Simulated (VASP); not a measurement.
**P: single point with PBEsol**

The system is P.

```
P
1.0
    -1.69151    2.51517    1.85894
     1.69151   -2.51517    1.85894
     1.69151    2.51517   -1.85894
P
2
Direct
  0.84365 0.09365 0.75000
  0.19669 0.94669 0.25000
```

This cell differs from its parent crystal: atom 1 (P) moved by (+0.000, +0.150) A along [1 1 0] and z.

```
Program                : VASP 6.6.1
Task                   : single point
Functional             : PBEsol
Potentials or basis    : VASP PAW PBE potentials, release 64 (P)
Cutoff                 : 520 eV
k mesh                 : 18 × 18 × 18
Occupations            : gaussian, width 0.15 eV
Spin                   : no spin polarisation
Dipole correction      : no
Further INCAR settings : ALGO = Fast; EDIFF = 1e-06; NBANDS = 12
```

The pressure is 5.0 GPa, the largest force is 2.060 eV/Å and the band gap on the k mesh is zero (bands 5 and 6 overlap by 1.16 eV).

Forces in eV/Å, atoms in the order of the input:
```
P    0.000  0.000 -2.060
P    0.000  0.000  2.060
```

Stress tensor (GPa, compression positive):
```
 7.50  0.00  0.00
 0.00 -1.09  0.00
 0.00  0.00  8.54
```

Levels at points of the mesh, in eV from the Fermi level:
| k point | band 1 | band 2 | band 3 | band 4 | band 5 | band 6 | band 7 | band 8 | band 9 | band 10 |
| --- | --- | --- | --- | --- | --- | --- | --- | --- | --- | --- |
| (0.00, 0.00, 0.00) | -16.57 | -3.58 | -2.87 | -2.87 | -1.79 | 0.64 | 1.66 | 4.47 | 5.05 | 7.24 |
| (0.50, 0.00, 0.00) | -14.39 | -10.59 | -4.06 | -1.86 | -1.40 | 0.06 | 1.48 | 2.25 | 9.08 | 9.09 |
| (0.00, 0.50, 0.00) | -12.55 | -10.81 | -5.80 | -5.41 | -4.98 | -0.11 | 7.44 | 7.64 | 9.14 | 9.84 |
| (0.50, 0.50, 0.00) | -12.49 | -12.49 | -3.67 | -3.67 | -0.10 | -0.10 | 1.02 | 1.02 | 10.29 | 10.29 |
| (0.50, 0.50, 0.50) | -13.44 | -8.43 | -7.57 | -5.55 | -4.61 | -0.54 | 6.91 | 8.71 | 9.52 | 9.59 |

Run time: 2.8 min on 1 thread of Oxide Virtual Turin-like Processor, on a shared host, peak memory 0.32 GiB.

Caveat: the cell differs from its parent crystal (atom 1 (P) moved by (+0.000, +0.150) A along [1 1 0] and z); the stress differs along the axes, from -1 to 9 GPa; the PAW data sets were made with another functional, which shifts forces and pressure a little.
